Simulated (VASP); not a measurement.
Crystal: MgI2.

```
CELL_PARAMETERS angstrom
2.02748 1.17056 7.25542
-2.02748 1.17056 7.25542
0.00000 -2.34113 7.25542
ATOMIC_POSITIONS crystal
Mg 0.99999 0.99999 0.99999
I 0.41792 0.41792 0.41792
I 0.24876 0.24876 0.24876
```

Base run:

| Item | Value |
| --- | --- |
| Program | VASP 6.6.1 |
| Functional | PBE |
| Potentials or basis | VASP PAW PBE potentials, release 64 (Mg, I) |
| Cutoff | 520 eV |
| k mesh | 8 × 8 × 8 |
| Occupations | gaussian, width 0.01 eV |
| Spin | no spin polarisation |

Its results: band gap on the k mesh 2.75 eV, indirect (least direct gap 2.87 eV); pressure 1.0 GPa; largest force 0.011 eV/Å.

Q: The run is repeated on the same cell with these changes: functional from PBE to r2SCAN; further incar settings from ALGO = Normal; EDIFF = 1e-07; NBANDS = 15 to ALGO = Normal; EDIFF = 1e-06; NBANDS = 15. What comes out?

A: Band gap on the k mesh 3.26 eV, indirect (least direct gap 3.58 eV); pressure 0.5 GPa; largest force 0.050 eV/Å.

Caveats: spin-orbit coupling is left out, which moves the levels of the heavy elements; the PAW data sets were made with another functional, which shifts forces and pressure a little (some runs).

A k mesh can miss the band edges.
